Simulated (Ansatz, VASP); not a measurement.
# In in VASP and in Ansatz

```
CELL_PARAMETERS angstrom
0.00000 2.48444 2.48444
2.48444 0.00000 2.48444
2.48444 2.48444 0.00000
ATOMIC_POSITIONS crystal
In 0.00000 0.00000 0.00000
```

Alike in both runs: task single point; functional revPBE; k mesh 13 × 13 × 13; occupations fermi-dirac, width 0.1 eV; no spin polarisation.

```csv
,VASP,Ansatz
version,VASP 6.6.1,Ansatz 0.2.0
potentials or method,"VASP PAW PBE potentials, release 64 (In_d), cutoff 520 eV","plane waves (420 eV) with PAW, scalar-relativistic"
valence electrons in the cell,13,13
```

|  | VASP | Ansatz | Ansatz less VASP |
| --- | --- | --- | --- |
| pressure (GPa) | -2.0 | -2.0 | +0.03 |

VASP's potentials were made for PBE, not for revPBE. With one functional, cell and mesh, what is left measures potentials, basis and numerics.
